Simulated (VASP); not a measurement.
Wanted: the native input for a VASP 6.6.1 run.

| Property | Result |
| --- | --- |
| Task | single point |
| Functional | PBE |
| Dispersion | D3(BJ) |
| Potentials or basis | VASP PAW PBE potentials, release 64 (Hg, Te) |
| Cutoff | 520 eV |
| k mesh | 7 × 7 × 7 |
| Occupations | fermi-dirac, width 0.05 eV |
| Spin | no spin polarisation |
| Dipole correction | no |
| Further INCAR settings | ALGO = Normal; EDIFF = 1e-06; NBANDS = 16 |

The structure of HgTe (Coloradoite) lies in POSCAR:

```
HgTe
1.0
    0.0000000000      3.2783213261      3.2783213261
    3.2783213261      0.0000000000      3.2783213261
    3.2783213261      3.2783213261      0.0000000000
Hg Te
1 1
Direct
    0.0000000000      0.0000000000      0.0000000000
    0.7500000000      0.7500000000      0.7500000000
```

The input as run:

INCAR

```
SYSTEM = HgTe
  PREC = Accurate
  ENCUT = 520
  EDIFF = 1E-6
  ISMEAR = -1
  SIGMA = 0.05
  LREAL = .FALSE.
  LASPH = .TRUE.
  NELM = 100
  ALGO = Normal
  ISIF = 2
  LWAVE = .FALSE.
  LCHARG = .FALSE.
  GGA = PE
  IVDW = 12
  NBANDS = 16
```

KPOINTS

```
Automatic mesh
0
G
  7 7 7
  0 0 0
```

Potentials or basis: VASP PAW PBE potentials, release 64 (Hg, Te).

Command:

```console
$ cat potpaw_PBE.64/Hg/POTCAR potpaw_PBE.64/Te/POTCAR > POTCAR
$ mpirun -np 1 vasp_std > vasp.out
```

It gave:

* Pressure: -0.1 GPa
* Band gap on the k mesh: zero (filled and empty bands touch)
* Dispersion energy per atom: -0.343 eV

Caveat: three body term missing; spin-orbit coupling is left out, which moves the levels of the heavy elements; pairwise dispersion overbinds metals, which lowers pressure and volume.

Run time: 18 s on 1 thread of AMD EPYC 9R45 96-Core Processor (Zen 5) (shared host), peak memory 0.19 GiB.
